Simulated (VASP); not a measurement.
# Ir (P-3m1) in VASP: further runs

Ir is run at these levels: PBE; tasks: single point.

Program: VASP 6.6.1. These are calculated values, not measurements. Logs are shortened: lines on timing, memory, paths and dates and some standing lists are left out, and cuts for length are marked.

**1. The cell of the first run**

It takes space group P-3m1 (No. 164, trigonal). The conventional cell has a = 2.715 Å, b = 2.715 Å, c = 17.800 Å, α = 90.00°, β = 90.00°, γ = 120.00°. Ir (site symmetry 3m) has 9 Ir at 2.71 Å within 3.6 Å. Ir (site symmetry 3m) has 12 Ir at 2.71 Å within 3.6 Å. Within 3.6 Å of Ir (site symmetry 3m) lie 12 Ir at 2.71 Å.

**2. Single point, PBE (the distance across one plane changed)**

Input file INCAR:

```
  PREC = Accurate
  ENCUT = 520
  EDIFF = 1E-6
  ISMEAR = 0
  SIGMA = 0.15
  LREAL = False
  LASPH = True
  NELM = 80
  ALGO = Fast
  ISIF = 2
  LWAVE = False
  LCHARG = False
  GGA = PE
  NBANDS = 36
```

Input file KPOINTS:

```
regular mesh
0
Gamma
  20 20 4
```

Input file POSCAR:

```
Ir
1.0
    1.9197000000     -1.9197000000      0.0000000000
    1.9197000000      0.0000000000     -1.9197000000
   10.2768762114     10.2768762114     10.2768762114
Ir
6
Direct
    0.6666666667      0.6666666667      0.0622535493
    0.0000000000      0.0000000000      0.6849135744
    0.3333333333      0.3333333333      0.1867855543
    0.6666666667      0.6666666667      0.4358495644
    0.0000000000      0.0000000000      0.3113175594
    0.3333333333      0.3333333333      0.5603815694
```

Potentials or basis: VASP PAW PBE potentials, release 64 (Ir).

Launch:

```
> cat potpaw_PBE.64/Ir/POTCAR > POTCAR
> mpirun -np 1 vasp_std > vasp.out
```

OUTCAR:

```text
PREC = Accurate
   ENCUT = 520
   EDIFF = 1E-6
   ISMEAR = 0
   LREAL = False
   LASPH = True
   NELM = 80
   ISIF = 2
   GGA = PE

 ion  position               nearest neighbor table
   1  0.667  0.667  0.062-   3 2.71   3 2.71   3 2.71
   2  0.000  0.000  0.685-   6 2.71   6 2.71   6 2.71
   3  0.333  0.333  0.187-   1 2.71   1 2.71   1 2.71   5 2.71   5 2.71   5 2.71
   4  0.667  0.667  0.436-   5 2.71   6 2.71   6 2.71   5 2.71   5 2.71   6 2.71
   5  0.000  0.000  0.311-   4 2.71   4 2.71   4 2.71   3 2.71   3 2.71   3 2.71
   6  0.333  0.333  0.560-   2 2.71   4 2.71   4 2.71   2 2.71   2 2.71   4 2.71

  LATTYP: Found a hexagonal cell.
 ALAT       =     2.7148657757
 C/A-ratio  =     6.5565199947

  Lattice vectors:

 A1 = (  -1.9197000000,   0.0000000000,   1.9197000000)
 A2 = (   1.9197000000,  -1.9197000000,   0.0000000000)
 A3 = (  10.2768762114,  10.2768762114,  10.2768762114)

Analysis of symmetry for initial positions (statically):
=====================================================================
 Subroutine PRICEL returns:
 Original cell was already a primitive cell.

 Routine SETGRP: Setting up the symmetry group for a
 hexagonal supercell.

 Subroutine GETGRP returns: Found 12 space group operations
 (whereof  6 operations were pure point group operations)
 out of a pool of 24 trial point group operations.

The static configuration has the point symmetry C_3v.
 The point group associated with its full space group is D_3d.

Analysis of symmetry for dynamics (positions and initial velocities):
=====================================================================
 Subroutine PRICEL returns:
 Original cell was already a primitive cell.

 Routine SETGRP: Setting up the symmetry group for a
 hexagonal supercell.

 Subroutine GETGRP returns: Found 12 space group operations
 (whereof  6 operations were pure point group operations)
 out of a pool of 24 trial point group operations.

The dynamic configuration has the point symmetry C_3v.
 The point group associated with its full space group is D_3d.

 Subroutine INISYM returns: Found 12 space group operations
 (whereof  6 operations are pure point group operations),
 and found     1 'primitive' translations

----------------------------------------------------------------------------------------

                                     Primitive cell

  volume of cell :     113.6185

  direct lattice vectors                    reciprocal lattice vectors
     1.919700000 -1.919700000  0.000000000     0.173638242 -0.347276484  0.173638242
     1.919700000  0.000000000 -1.919700000     0.173638242  0.173638242 -0.347276484
    10.276876211 10.276876211 10.276876211     0.032435278  0.032435278  0.032435278

  length of vectors
     2.714865776  2.714865776 17.800071741     0.425325093  0.425325093  0.056179549

  position of ions in fractional coordinates (direct lattice)
     0.666666667  0.666666667  0.062253549
     0.000000000  0.000000000  0.684913574
     0.333333333  0.333333333  0.186785554
     0.666666667  0.666666667  0.435849564
     0.000000000  0.000000000  0.311317559
     0.333333333  0.333333333  0.560381569

  ion indices of the primitive-cell ions
   primitive index   ion index
                 1           1
                 2           2
                 3           3
                 4           4
                 5           5
                 6           6

----------------------------------------------------------------------------------------

 KPOINTS: regular mesh

Automatic generation of k-mesh.
 Grid dimensions read from file:
 generate k-points for:   20   20    4

 Generating k-lattice:

  Cartesian coordinates                     Fractional coordinates (reciprocal lattice)
     0.008681912 -0.017363824  0.008681912     0.050000000  0.000000000  0.000000000
     0.008681912  0.008681912 -0.017363824     0.000000000  0.050000000  0.000000000
     0.008108819  0.008108819  0.008108819     0.000000000  0.000000000  0.250000000

  Length of vectors
     0.021266255  0.021266255  0.014044887

  Shift w.r.t. Gamma in fractional coordinates (k-lattice)
     0.000000000  0.000000000  0.000000000

 Subroutine IBZKPT returns following result:
 ===========================================

 Found    165 irreducible k-points:

 Following reciprocal coordinates:
            Coordinates               Weight
  0.000000  0.000000  0.000000      1.000000
  0.050000  0.000000  0.000000      6.000000
  0.100000  0.000000  0.000000      6.000000
  0.150000  0.000000  0.000000      6.000000
  0.200000  0.000000  0.000000      6.000000
  0.250000  0.000000  0.000000      6.000000
[... 16 lines left out ...]
  0.300000  0.100000 -0.000000     12.000000
  0.350000  0.100000  0.000000     12.000000
 [... further k-points ...]
   k-points           NKPTS =    165   k-points in BZ     NKDIM =    165   number of bands    NBANDS=     36
   number of dos      NEDOS =    301   number of ions     NIONS =      6
   total plane-waves  NPLWV =  56000
   dimension x,y,z NGX =    20 NGY =   20 NGZ =  140
   dimension x,y,z NGXF=    40 NGYF=   40 NGZF=  280
   ions per type =               6
   NGX,Y,Z   is equivalent  to a cutoff of  12.25, 12.25, 13.08 a.u.
   NGXF,Y,Z  is equivalent  to a cutoff of  24.49, 24.49, 26.15 a.u.
 SYSTEM =  unknown system
   PREC   = accura    normal or accurate (medium, high low for compatibility)
   ISTART =      0    job   : 0-new  1-cont  2-samecut
   ICHARG =      2    charge: 1-file 2-atom 10-const
   ISPIN  =      1    spin polarized calculation?
   LNONCOLLINEAR =      F non collinear calculations
   LSORBIT =      F    spin-orbit coupling
   LASPH  =      T    aspherical Exc in radial PAW
   ENCUT  =  520.0 eV  38.22 Ry    6.18 a.u.   5.05  5.05 33.10*2*pi/ulx,y,z
   NELM   =     80;   NELMIN=  2; NELMDL= -5     # of ELM steps
   EDIFF  = 0.1E-05   stopping-criterion for ELM
   LREAL  =      F    real-space projection
   EDIFFG = 0.1E-04   stopping-criterion for IOM
   NSW    =      0    number of steps for IOM
   IBRION =     -1    ionic relax: 0-MD 1-quasi-New 2-CG
   NFREE  =      0    steps in history (QN), initial steepest desc. (CG)
   ISIF   =      2    stress and relaxation
   ISYM   =      2    0-nonsym 1-usesym 2-fastsym
   POTIM  = 0.5000    time-step for ionic-motion
   TEBEG  =    0.0;   TEEND  =   0.0 temperature during run
   PSTRESS=    0.0 pullay stress
   NELECT =      54.0000    total number of electrons
   NUPDOWN=      -1.0000    fix difference up-down
   EMIN   =  10.00;   EMAX   =-10.00  energy-range for DOS
   EFERMI =   0.00;   METHOD = LEGACY
   ISMEAR =     0;   SIGMA  =   0.15  broadening in eV -4-tet -1-fermi 0-gaus
   EFERMI_NEDOS =   21; number of points for ismear=-14 and -15
   IALGO  =     68    algorithm
   IMIX   =      4    mixing-type and parameters
     AMIX     =   0.40;   BMIX     =  1.00
     AMIX_MAG =   1.60;   BMIX_MAG =  1.00
  volume/ion in A,a.u.               =      18.94       127.79
  Fermi-wavevector in a.u.,A,eV,Ry     =   1.277585  2.414285 22.207739  1.632223
  Thomas-Fermi vector in A             =   2.410176
   LORBIT       =      0    0 simple, 1 ext, 2 COOP (PROOUT), +10 PAW based schemes
   GGA     = PE    functional components
   LHFCALC =     F    Hartree Fock is set to
   AEXX    =    0.0000 exact exchange contribution
   IVDW    =     0    specifies the selected vdW correction
   LEPSILON=     F    determine dielectric tensor
   LRPA    =     F    only Hartree local field effects (RPA)
 non-spin polarized calculation
 RMM-DIIS sequential band-by-band and
 Gauss-broadening in eV      SIGMA  =   0.15
  energy-cutoff  :      520.00
  volume of cell :      113.62
 maximum number of plane-waves:      3092
   NGX = 11   NGY = 11   NGZ = 67

 number of electron      54.0000001 magnetization

 Free energy of the ion-electron system (eV)
  ---------------------------------------------------
  ext. energy  EPLUGINS =         0.00000000
  ---------------------------------------------------
  free energy    TOTEN  =       -51.29812629 eV

  energy without entropy =      -51.22277369  energy(sigma->0) =      -51.26044999

 E-fermi :   6.3022     XC(G=0): -11.3477

 val. band max:        6.3015256429   @ k =   0.1000   0.0500   0.2500
 cond. band min:       6.3027803444   @ k =   0.3500   0.0000   0.2500
 fundamental gap:      0.0012547015
 Fermi energy:         6.3021873517

 k-point     1 :       0.0000    0.0000    0.0000
  band No.  band energies     occupation
      1      -4.4893      2.00000
      2      -3.6810      2.00000
      3      -2.6400      2.00000
      4      -1.8811      2.00000
      5      -1.4648      2.00000
      6      -1.4236      2.00000
[... 28 lines left out ...]
     35       6.7754      0.00001
     36       7.1399      0.00000

 k-point     2 :       0.0500    0.0000    0.0000
  band No.  band energies     occupation
      1      -4.3913      2.00000
      2      -3.5856      2.00000
      3      -2.5444      2.00000
      4      -1.7841      2.00000
      5      -1.3678      2.00000
      6      -1.3259      2.00000
[... 28 lines left out ...]
     35       7.1485      0.00000
     36       7.2740      0.00000

 k-point     3 :       0.1000    0.0000    0.0000
  band No.  band energies     occupation
      1      -4.1044      2.00000
      2      -3.3084      2.00000
      3      -2.2697      2.00000
      4      -1.5058      2.00000
      5      -1.0894      2.00000
      6      -1.0459      2.00000
[... 28 lines left out ...]
     35       7.1722      0.00000
     36       8.0500      0.00000
[... 742 lines left out ...]
 k-point    23 :       0.3000    0.1000   -0.0000
  band No.  band energies     occupation
      1      -2.2008      2.00000
      2      -1.6085      2.00000
      3      -0.8272      2.00000
      4      -0.1798      2.00000
      5       0.2482      2.00000
      6       0.3864      2.00000
[... 28 lines left out ...]
     35       8.8220      0.00000
     36      10.5136      0.00000

 k-point    24 :       0.3500    0.1000    0.0000
  band No.  band energies     occupation
      1      -1.6492      2.00000
      2      -1.1797      2.00000
      3      -0.7001      2.00000
      4      -0.2528      2.00000
      5       0.0847      2.00000
      6       0.2501      2.00000
[... 28 lines left out ...]
     35       9.3296      0.00000
     36      11.0682      0.00000

 [... further k-points ...]

------------------------ aborting loop because EDIFF is reached ----------------------------------------

  FORCE on cell =-STRESS in cart. coord.  units (eV):
  Direction    XX          YY          ZZ          XY          YZ          ZX
  --------------------------------------------------------------------------------------
  -------------------------------------------------------------------------------------
  Total        0.6219998      0.6219998      0.6219998      0.4664987      0.4664987      0.4664987
  in kB        8.7710528      8.7710528      8.7710528      6.5782738      6.5782738      6.5782738
  external PRESSURE =       8.7710528 kB  Pullay stress =       0.0000000 kB

 VOLUME and BASIS-vectors are now :
 -----------------------------------------------------------------------------
  energy-cutoff  :      520.00
  volume of cell :      113.62
      direct lattice vectors                 reciprocal lattice vectors
     1.919700000 -1.919700000  0.000000000     0.173638242 -0.347276484  0.173638242
     1.919700000  0.000000000 -1.919700000     0.173638242  0.173638242 -0.347276484
    10.276876211 10.276876211 10.276876211     0.032435278  0.032435278  0.032435278

 POSITION                                       TOTAL-FORCE (eV/Angst)
 -----------------------------------------------------------------------------------
      3.19937     -0.64003     -0.64003         0.059553      0.059553      0.059553
      7.03877      7.03877      7.03877        -0.059553     -0.059553     -0.059553
      3.19937      1.27967      1.27967        -0.203006     -0.203006     -0.203006
      7.03877      3.19937      3.19937         0.115334      0.115334      0.115334
      3.19937      3.19937      3.19937        -0.115334     -0.115334     -0.115334
      7.03877      5.11907      5.11907         0.203006      0.203006      0.203006
 -----------------------------------------------------------------------------------
    total drift:                               -0.000001     -0.000001     -0.000001

  FREE ENERGIE OF THE ION-ELECTRON SYSTEM (eV)
  ---------------------------------------------------
  free  energy   TOTEN  =       -51.2981262950 eV

  energy  without entropy=      -51.2227736873  energy(sigma->0) =      -51.26044999
```

Wall time 10 min (1 thread of AMD EPYC 9R45 (Zen 5), shared host); peak memory 0.54 GiB.

What came out:

| Item | Value |
| --- | --- |
| Free energy | -51.2981 eV |
| Pressure | 0.9 GPa |
| Largest force | 0.352 eV/Å |
| Band gap on the k mesh | zero (bands 27 and 28 overlap by 2.21 eV) |

Forces on the atoms (eV/Å):
```
Ir   0.060  0.060  0.060
Ir  -0.060 -0.060 -0.060
Ir  -0.203 -0.203 -0.203
Ir   0.115  0.115  0.115
Ir  -0.115 -0.115 -0.115
Ir   0.203  0.203  0.203
```

Stress tensor (GPa, compression positive):
```
0.88 0.66 0.66
0.66 0.88 0.66
0.66 0.66 0.88
```

Caveat: the cell differs from its parent crystal (the distance across one plane changed); spin-orbit coupling is left out, which moves the levels of the heavy elements.

**3. Single point, PBE (the distance across one plane changed)**

Input file INCAR:

```
SYSTEM = Ir
PREC     = Accurate       ! precision mode
ENCUT    = 520            ! plane-wave cutoff, eV
EDIFF    = 1E-6           ! SCF threshold, eV
ISMEAR   = 0              ! smearing method
SIGMA    = 0.15           ! smearing width, eV
LREAL    = .False.        ! projectors in reciprocal space
LASPH    = .True.         ! aspherical terms in the spheres
NELM     = 100            ! most SCF steps
ALGO     = Fast           ! electronic algorithm
ISIF     = 2              ! what is computed and relaxed
LWAVE    = .False.        ! write WAVECAR
LCHARG   = .True.         ! write CHGCAR
GGA      = PE             ! functional
LELF     = .True.         ! ELF
LVHAR    = .True.       
NBANDS   = 36             ! bands
```

Input file KPOINTS:

```
Automatic mesh
0
Gamma
  20 20 4
  0 0 0
```

Input file POSCAR:

```
Ir
1.0
    1.9197000000     -1.9197000000      0.0000000000
    1.9197000000      0.0000000000     -1.9197000000
   11.1429016151     11.1429016151     11.1429016151
Ir
6
Direct
    0.6666666667      0.6666666667      0.0574152085
    0.0000000000      0.0000000000      0.6316821474
    0.3333333333      0.3333333333      0.1722685963
    0.6666666667      0.6666666667      0.4019753718
    0.0000000000      0.0000000000      0.2871219841
    0.3333333333      0.3333333333      0.5168287596
```

Potentials or basis: VASP PAW PBE potentials, release 64 (Ir).

Launch:

```
> cat potpaw_PBE.64/Ir/POTCAR > POTCAR
> mpirun -np 1 vasp_std > vasp.out
```

Wall time 8.1 min (1 thread of AMD EPYC 9R45 (Zen 5), shared host); peak memory 0.57 GiB.

Results (log left out):

| Property | Result |
| --- | --- |
| Free energy | -51.2973 eV |
| Largest force | 0.351 eV/Å |
| Band gap on the k mesh | zero (bands 27 and 28 overlap by 2.21 eV) |

Forces on the atoms (eV/Å):
```
Ir   0.061  0.061  0.061
Ir  -0.061 -0.061 -0.061
Ir  -0.203 -0.203 -0.203
Ir   0.116  0.116  0.116
Ir  -0.116 -0.116 -0.116
Ir   0.203  0.203  0.203
```

Levels at points of the mesh, in eV from the Fermi level:
```csv
k point,band 23,band 24,band 25,band 26,band 27,band 28,band 29,band 30
"(0.00, 0.00, 0.00)",-2.27,-1.22,-1.22,-1.16,-1.16,-0.82,-0.82,-0.31
"(0.50, 0.00, 0.00)",0.29,0.76,0.95,1.03,1.06,1.14,1.34,1.66
"(0.00, 0.00, 0.50)",-2.26,-1.22,-1.22,-1.16,-1.16,-0.82,-0.82,-0.34
"(0.50, 0.00, 0.50)",0.29,0.76,0.95,1.03,1.06,1.14,1.34,1.66
```

Caveat: the cell differs from its parent crystal (the distance across one plane changed); spin-orbit coupling is left out, which moves the levels of the heavy elements.
